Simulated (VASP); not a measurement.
**Ti12Si: single point with RPBE+D3(BJ)**

System: Ti12Si, a slab with vacuum.

```
Ti Si
1.0
     5.70996    0.00000    0.00000
    -2.85498    4.94497    0.00000
     0.00000    0.00000   21.49326
Ti Si
12 1
Direct
  0.33333 0.16667 0.18610
  0.33333 0.66667 0.18610
  0.83333 0.16667 0.18610
  0.83333 0.66667 0.18610
  0.16667 0.33333 0.29078
  0.16667 0.83333 0.29078
  0.66667 0.33333 0.29078
  0.66667 0.83333 0.29078
  0.00000 0.00000 0.39516
  0.00000 0.50000 0.39516
  0.50000 0.00000 0.39516
  0.50000 0.50000 0.39516
  0.08333 0.16667 0.53474
```

| Quantity | Value |
| --- | --- |
| Program | VASP 6.6.1 |
| Task | single point |
| Functional | RPBE |
| Dispersion | D3(BJ) |
| Potentials or basis | VASP PAW PBE potentials, release 64 (Ti_sv, Si) |
| Cutoff | 520 eV |
| k mesh | 6 × 6 × 1 |
| Occupations | gaussian, width 0.1 eV |
| Spin | no spin polarisation |
| Dipole correction | yes |
| Further INCAR settings | ALGO = Normal; EDIFF = 1e-06; NBANDS = 86 |

```yaml
Largest_force: 3.292 eV/Å
Band_gap_on_the_k_mesh: zero (bands 74 and 75 overlap by 0.68 eV)
Dispersion_energy_per_atom: -2.892 eV
```

Forces in eV/Å, atoms in the order of the input:
```
Ti   0.008 -0.021  1.278
Ti   0.000  0.011  1.302
Ti  -0.008 -0.021  1.278
Ti   0.000  0.014  1.279
Ti   0.000  0.094 -0.275
Ti   0.049 -0.034 -0.225
Ti   0.000  0.015 -0.197
Ti  -0.049 -0.034 -0.225
Ti   0.000  0.419  0.031
Ti   0.336 -0.243 -0.275
Ti   0.000  0.073 -0.403
Ti  -0.336 -0.243 -0.275
Si   0.000 -0.030 -3.292
```

Levels at points of the mesh, in eV from the Fermi level:
| k point | band 69 | band 70 | band 71 | band 72 | band 73 | band 74 | band 75 | band 76 | band 77 | band 78 |
| --- | --- | --- | --- | --- | --- | --- | --- | --- | --- | --- |
| (0.00, 0.00, 0.00) | -0.09 | 0.09 | 0.13 | 0.33 | 0.42 | 0.47 | 0.54 | 0.65 | 0.74 | 0.74 |
| (0.50, 0.00, 0.00) | -0.52 | -0.49 | -0.48 | -0.37 | -0.33 | -0.27 | -0.19 | -0.04 | -0.02 | 0.00 |
| (0.00, 0.50, 0.00) | -0.52 | -0.49 | -0.48 | -0.35 | -0.33 | -0.31 | -0.18 | -0.04 | -0.03 | 0.00 |

It took 72 min on 1 thread of Intel Xeon 8259CL (shared host), peak memory 0.88 GiB.

Caveat: the PAW data sets were made with another functional, which shifts forces and pressure a little.
